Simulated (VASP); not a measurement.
## Cd: electric field gradients with PBE

The system is Cd.

```
CELL_PARAMETERS angstrom
2.97887 0.00000 0.00000
-1.48944 2.57978 0.00000
0.00000 0.00000 5.78618
ATOMIC_POSITIONS crystal
Cd 0.33333 0.66667 0.25000
Cd 0.66667 0.33333 0.75000
```

This cell differs from its parent crystal: zz strain of +3 %.

| Property | Result |
| --- | --- |
| Program | VASP 6.6.1 |
| Task | electric field gradients |
| Functional | PBE |
| Potentials or basis | VASP PAW PBE potentials, release 64 (Cd) |
| Cutoff | 520 eV |
| k mesh | 14 × 14 × 7 |
| Occupations | fermi-dirac, width 0.05 eV |
| Spin | no spin polarisation |
| Dipole correction | no |
| Further INCAR settings | ALGO = Normal; EDIFF = 1e-08; NBANDS = 19 |

```yaml
Pressure: 2.1 GPa
Band_gap_on_the_k_mesh: zero (bands 12 and 13 overlap by 4.46 eV)
Largest_electric_field_gradient_by_atom: Cd +94.8 V/Å²
```

Stress tensor (GPa, compression positive):
```
2.73 0.00 0.00
0.00 2.73 0.00
0.00 0.00 0.88
```

Levels at points of the mesh, in eV from the Fermi level:
| k point | band 10 | band 11 | band 12 | band 13 | band 14 | band 15 |
| --- | --- | --- | --- | --- | --- | --- |
| (0.00, 0.00, 0.00) | -8.53 | -8.53 | -3.41 | -3.06 | 9.58 | 13.83 |
| (0.50, 0.00, 0.00) | -8.22 | -2.23 | -1.76 | 1.73 | 2.86 | 2.96 |

Electric field gradients, principal values (V/Å²):
| atom | least | middle | greatest (by size) |
| --- | --- | --- | --- |
| 1 Cd | -47.402 | -47.405 | 94.806 |
| 2 Cd | -47.402 | -47.405 | 94.806 |

Run time: 32 s on 1 thread of Intel(R) Xeon(R) Platinum 8488C (Sapphire Rapids) (shared host), peak memory 0.2 GiB.

Caveat: the cell differs from its parent crystal (zz strain of +3 %); without QUAD_EFG the Cq values of the log hold for a quadrupole moment of 1 mb, not for the nuclei.
